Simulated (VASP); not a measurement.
The system is W.

```
W
1.0
     0.00000    2.18758    2.21390
     1.68815    0.00000    2.21390
     1.68815    2.18758    0.00000
W
1
Cartesian
  0.0000 0.0000 0.0000
```

| Item | Value |
| --- | --- |
| Program | VASP 6.6.1 |
| Task | relaxation of cell and atoms |
| Functional | PBE |
| Potentials or basis | VASP PAW PBE potentials, release 64 (W_sv) |
| Cutoff | 500 eV |
| k mesh | 24 × 24 × 24 |
| Occupations | gaussian, width 0.1 eV |
| Spin | no spin polarisation |

At the start: pressure -2.6 GPa; volume 16.35 Å³/atom.

Problem. How do energy, volume and symmetry change on relaxing?

Solution. Over 7 steps the energy falls by 67.7 meV/atom and the volume is 16.16 Å³/atom (-1.2 %); space group I4/mmm (No. 139, to 0.1 Å) before, Im-3m (No. 229, to 0.1 Å).

Step by step:
| step | energy change (eV) | largest force (eV/Å) | pressure (GPa) | volume (Å³) |
| --- | --- | --- | --- | --- |
| 1 | 0.0000 | 0.0000 | -2.55 | 16.35 |
| 2 | -0.0430 | 0.0000 | 9.99 | 15.68 |
| 3 | -0.0633 | 0.0000 | 4.86 | 15.92 |
| 4 | -0.0356 | 0.0000 | -11.61 | 16.85 |
| 5 | -0.0677 | 0.0000 | -0.10 | 16.17 |
| 6 | -0.0677 | 0.0000 | 0.04 | 16.16 |
| 7 | -0.0677 | 0.0000 | -0.01 | 16.16 |

Final structure:
```
W
1.0
     0.00000    2.25241    2.25221
     1.59306    0.00000    2.25221
     1.59306    2.25241    0.00000
W
1
Direct
  0.00000 0.00000 0.00000
```
